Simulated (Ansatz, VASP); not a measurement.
# Zr2HS4 in VASP and in Ansatz

Contents of INCAR:

```
ALGO     = Normal         # electronic algorithm
DIPOL    = 0.5 0.5 0.283
EDIFF    = 1E-6           # SCF threshold, eV
ENCUT    = 400            # plane-wave cutoff, eV
GGA      = PE             # functional
GGA_COMPAT= F            
IDIPOL   = 3            
ISIF     = 2              # what is computed and relaxed
ISMEAR   = 0              # smearing method
IVDW     = 12             # dispersion correction
LASPH    = T              # aspherical terms in the spheres
LCHARG   = F              # write CHGCAR
LDIPOL   = T            
LREAL    = F              # projectors in reciprocal space
LWAVE    = F              # write WAVECAR
NBANDS   = 62             # bands
NELM     = 120            # most SCF steps
NELMDL   = -8           
PREC     = Accurate       # precision mode
SIGMA    = 0.05           # smearing width, eV
```

KPOINTS

```
k-points
0
Gamma
  6 6 1
```

POSCAR

```
Zr2HS4
1.0
    7.2976778227      0.0000000000      0.0000000000
   -3.6488389114      6.3199743831      0.0000000000
    0.0000000000      0.0000000000     20.9171506047
S Zr H
8 4 2
Direct
    0.3333333333      0.1666666667      0.1912306354
    0.3333333333      0.6666666667      0.1912306354
    0.8333333333      0.1666666667      0.1912306354
    0.8333333333      0.6666666667      0.1912306354
    0.1666666667      0.3333333333      0.3306927762
    0.1666666667      0.8333333333      0.3306927762
    0.6666666667      0.3333333333      0.3306927762
    0.6666666667      0.8333333333      0.3306927762
    0.0000000000      0.0000000000      0.2609617058
    0.0000000000      0.5000000000      0.2609617058
    0.5000000000      0.0000000000      0.2609617058
    0.5000000000      0.5000000000      0.2609617058
    0.2741954354      0.7258045646      0.4134000260
    0.3924712313      0.6075287687      0.4134000260
```

Input for Ansatz:

```yaml
crystal:
  lattice:
    - [7.2976778227, 0.0, 0.0]
    - [-3.6488389114, 6.3199743831, 0.0]
    - [0.0, 0.0, 20.9171506047]
  atoms:
    - { symbol: S, position: [0.3333333333, 0.1666666667, 0.1912306354] }
    - { symbol: S, position: [0.3333333333, 0.6666666667, 0.1912306354] }
    - { symbol: S, position: [0.8333333333, 0.1666666667, 0.1912306354] }
    - { symbol: S, position: [0.8333333333, 0.6666666667, 0.1912306354] }
    - { symbol: Zr, position: [0.0, 0.0, 0.2609617058] }
    - { symbol: Zr, position: [0.0, 0.5, 0.2609617058] }
    - { symbol: Zr, position: [0.5, 0.0, 0.2609617058] }
    - { symbol: Zr, position: [0.5, 0.5, 0.2609617058] }
    - { symbol: S, position: [0.1666666667, 0.3333333333, 0.3306927762] }
    - { symbol: S, position: [0.1666666667, 0.8333333333, 0.3306927762] }
    - { symbol: S, position: [0.6666666667, 0.3333333333, 0.3306927762] }
    - { symbol: S, position: [0.6666666667, 0.8333333333, 0.3306927762] }
    - { symbol: H, position: [0.2741954354, 0.7258045646, 0.413400026] }
    - { symbol: H, position: [0.3924712313, 0.6075287687, 0.413400026] }
basis:
  ecutwfc: 420
kpoints:
  mp_grid: { grid: [6, 6, 1] }
hamiltonian:
  xc: pbe
  pseudopotentials: { kind: paw, azcp: { folder: soft_1 } }
  dispersion: d3bj
scf:
  occupations: { method: gaussian, width: 0.05 }
output:
  forces: true
  eigenvalues: true
efield:
  axis: 3
  dipole_correction: true
  ramp_width: 0.04
```

Alike in both runs: task single point; functional PBE; dispersion D3(BJ); k mesh 6 × 6 × 1; occupations gaussian, width 0.05 eV; no spin polarisation.

|  | VASP | Ansatz |
| --- | --- | --- |
| version | VASP 6.6.1 | Ansatz 0.2.0 |
| potentials or method | VASP PAW PBE potentials, release 64 (S, Zr_sv, H), cutoff 400 eV | scalar-relativistic, plane waves, PAW |
| valence electrons in the cell | 98 | 98 |

|  | VASP | Ansatz | Ansatz less VASP |
| --- | --- | --- | --- |
| gap on the k mesh at the Fermi level (eV) | 1.04 | 1.04 | 0.000 |
| least direct gap on the mesh (eV) | 1.04 | 1.04 | 0.000 |
| rms of the force components (eV/Å) | 0.734 | 0.735 | +0.0012 |
